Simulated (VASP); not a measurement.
Set up this calculation in VASP 6.6.1, as the native input.

- Task: single point
- Functional: PBEsol
- Potentials or basis: VASP PAW PBE potentials, release 64 (Ba_sv)
- Cutoff: 520 eV
- k mesh: 9 × 9 × 5
- Occupations: fermi-dirac, width 0.03 eV
- Spin: no spin polarisation
- Dipole correction: no
- Further INCAR settings: ALGO = Normal; EDIFF = 1e-07; NBANDS = 17

The structure of Ba lies in POSCAR:

```
Ba
1.0
    3.6622185504     -2.5662678257      0.0000000000
    3.6622185504      2.5662678257      0.0000000000
    0.0000000000      0.0000000000      7.3310622593
Ba
2
Direct
    0.7467739700      0.2532260300      0.2500000000
    0.2532260300      0.7467739700      0.7500000000
```

These files were run (other wordings do the same):

INCAR

```
ALGO = Normal
EDIFF = 1E-7
ENCUT = 520
GGA = PS
ISIF = 2
ISMEAR = -1
LASPH = T
LCHARG = F
LREAL = F
LWAVE = F
NBANDS = 17
NELM = 60
PREC = Accurate
SIGMA = 0.03
```

KPOINTS

```
k-points
0
Gamma
  9 9 5
```

Potentials or basis: VASP PAW PBE potentials, release 64 (Ba_sv).

Command:

```bash
$ cat potpaw_PBE.64/Ba_sv/POTCAR > POTCAR
$ mpirun -np 1 vasp_std > vasp.out
```

Results of the run:

```json
{
  "Pressure": "-1.2 GPa",
  "Largest force": "0.021 eV/Å",
  "Band gap on the k mesh": "zero (bands 10 and 11 overlap by 0.78 eV)"
}
```

Caveat: the PAW data sets were made with another functional, which shifts forces and pressure a little; spin-orbit coupling is left out, which moves the levels of the heavy elements.

Wall time 69 s on 1 thread of AMD EPYC 9R45 96-Core Processor (Zen 5), with other jobs on the host, peak memory 0.3 GiB.
